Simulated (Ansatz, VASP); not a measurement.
Two plane-wave programs on K2S

```
CELL_PARAMETERS angstrom
0.00000 3.70272 3.70272
3.70272 0.00000 3.70272
3.70272 3.70272 0.00000
ATOMIC_POSITIONS crystal
K 0.25000 0.25000 0.25000
K 0.75000 0.75000 0.75000
S 0.00000 0.00000 0.00000
```

Alike in both runs: task single point; functional PBE; k mesh 5 × 5 × 5; no spin polarisation.

|  | VASP | Ansatz |
| --- | --- | --- |
| version | VASP 6.6.1 | Ansatz 0.2.0 |
| potentials or method | VASP PAW PBE potentials, release 64 (K_sv, S) | plane waves |
| plane-wave cutoff (eV) | 500 | 420 |
| occupations | gaussian, width 0.01 eV | fixed |
| valence electrons in the cell | 24 | 24 |

|  | VASP | Ansatz | Ansatz less VASP |
| --- | --- | --- | --- |
| gap on the k mesh at the Fermi level (eV) | 2.39 | 2.39 | +0.002 |
| pressure (GPa) | 0.5 | 0.4 | -0.03 |
